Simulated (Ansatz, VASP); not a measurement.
## One calculation of BP, two programs

```
CELL_PARAMETERS angstrom
0.00000 2.28035 2.26900
2.26900 0.00000 2.26900
2.26900 2.28035 0.00000
ATOMIC_POSITIONS crystal
B 0.00000 0.00000 0.00000
P 0.75000 0.75000 0.75000
```

Change from the starting cell: strain +0.0050 x Voigt [0, 1, 0, 0, 0, 0], atoms carried along.

Alike in both runs: task single point; functional PBE; k mesh 10 × 10 × 10; occupations gaussian, width 0.05 eV; no spin polarisation.

```csv
,VASP,Ansatz
version,VASP 6.6.1,Ansatz 0.2.0
potentials or method,"VASP PAW PBE potentials, release 64 (B, P), cutoff 520 eV","scalar-relativistic, plane waves, PAW"
valence electrons in the cell,8,8
```

VASP gave:

* gap on the k mesh at the Fermi level (eV): 1.21
* least direct gap on the mesh (eV): 3.37
* pressure (GPa): 0.1
* traceless stress, the component that is largest in VASP (GPa): -0.89

Task: What did Ansatz give for the same quantities?

Result: gap on the k mesh at the Fermi level (eV): 1.21; least direct gap on the mesh (eV): 3.37; pressure (GPa): 0.3; traceless stress, the component that is largest in VASP (GPa): -0.89.
